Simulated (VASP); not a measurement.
Wanted: the native input for a VASP 6.6.1 run.

```
Task                   : single point
Functional             : PBE
Dispersion             : D3(BJ)
Potentials or basis    : VASP PAW PBE potentials, release 64 (Pb_d, Se)
Cutoff                 : 520 eV
k mesh                 : 8 × 8 × 6
Occupations            : gaussian, width 0.05 eV
Spin                   : no spin polarisation
Dipole correction      : no
Further INCAR settings : ALGO = Normal; EDIFF = 1e-07; NBANDS = 28
```

The structure of PbSe lies in POSCAR:

```
PbSe
1.0
    2.1548765900     -6.1339473500      0.0000000000
    2.1548765900      6.1339473500      0.0000000000
    0.0000000000      0.0000000000      4.4504935700
Pb Se
2 2
Direct
    0.6317607300      0.3682392700      0.8089822221
    0.3682392700      0.6317607300      0.3089822221
    0.8612899600      0.1387100400      0.7500000000
    0.1387100400      0.8612899600      0.2500000000
```

This cell differs from its parent crystal: all Pb atoms moved +0.263 Å, as atom 1 along Cartesian [0 0 1].

The input as run:

INCAR

```
SYSTEM = PbSe
  PREC = Accurate
  ENCUT = 520
  EDIFF = 1E-7
  ISMEAR = 0
  SIGMA = 0.05
  LREAL = .FALSE.
  LASPH = .TRUE.
  NELM = 60
  ALGO = Normal
  ISIF = 2
  LWAVE = .FALSE.
  LCHARG = .FALSE.
  GGA = PE
  IVDW = 12
  NBANDS = 28
```

KPOINTS

```
regular mesh
0
G
  8 8 6
  0 0 0
```

Potentials or basis: VASP PAW PBE potentials, release 64 (Pb_d, Se).

Command:

```sh
$ cat potpaw_PBE.64/Pb_d/POTCAR potpaw_PBE.64/Se/POTCAR > POTCAR
$ mpirun -np 1 vasp_std > vasp.out
```

Results of the run:

The pressure is 0.0 GPa. The largest force is 0.255 eV/Å and the band gap on the k mesh is 1.16 eV (least direct gap 1.38 eV). The dispersion energy per atom is -0.360 eV.

Caveat: the cell differs from its parent crystal (all Pb atoms moved +0.263 Å, as atom 1 along Cartesian [0 0 1]); spin-orbit coupling is left out, which moves the levels of the heavy elements.

Wall time 4.3 min on 1 thread of Intel(R) Xeon(R) Platinum 8375C CPU @ 2.90GHz (Ice Lake), with other jobs on the host, peak memory 0.45 GiB.
